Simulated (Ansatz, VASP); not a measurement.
# One calculation of GaN, two programs

```
Ga N
1.0
     3.32310    0.00000    0.00000
    -1.66155    2.75396    0.00000
     0.00000    0.00000    5.16600
Ga N
2 2
Direct
  0.33333 0.66667 0.00000
  0.66667 0.33333 0.50000
  0.33333 0.66667 0.37500
  0.66667 0.33333 0.87500
```

Change from the starting cell: strain +0.0450 x Voigt [1, 0, 0, 0, 0, 0], atoms carried along.

Alike in both runs: task single point; functional PBE; k mesh 12 × 12 × 6; occupations gaussian, width 0.05 eV; no spin polarisation.

|  | VASP | Ansatz |
| --- | --- | --- |
| version | VASP 6.6.1 | Ansatz 0.2.0 |
| potentials or method | VASP PAW PBE potentials, release 64 (Ga_d, N), cutoff 520 eV | scalar-relativistic, plane waves, PAW |
| valence electrons in the cell | 36 | 36 |

|  | VASP | Ansatz | Ansatz less VASP |
| --- | --- | --- | --- |
| gap on the k mesh at the Fermi level (eV) | 1.63 | 1.62 | -0.005 |
| least direct gap on the mesh (eV) | 1.63 | 1.62 | -0.005 |
| pressure (GPa) | -0.3 | -0.4 | -0.11 |
| traceless stress, the component that is largest in VASP (GPa) | -9.01 | -9.03 | -0.028 |
| rms of the force components (eV/Å) | 0.259 | 0.264 | +0.0045 |

Atom by atom the forces differ by 0.005 eV/Å (rms over components). With one functional, cell and mesh, what is left measures potentials, basis and numerics.
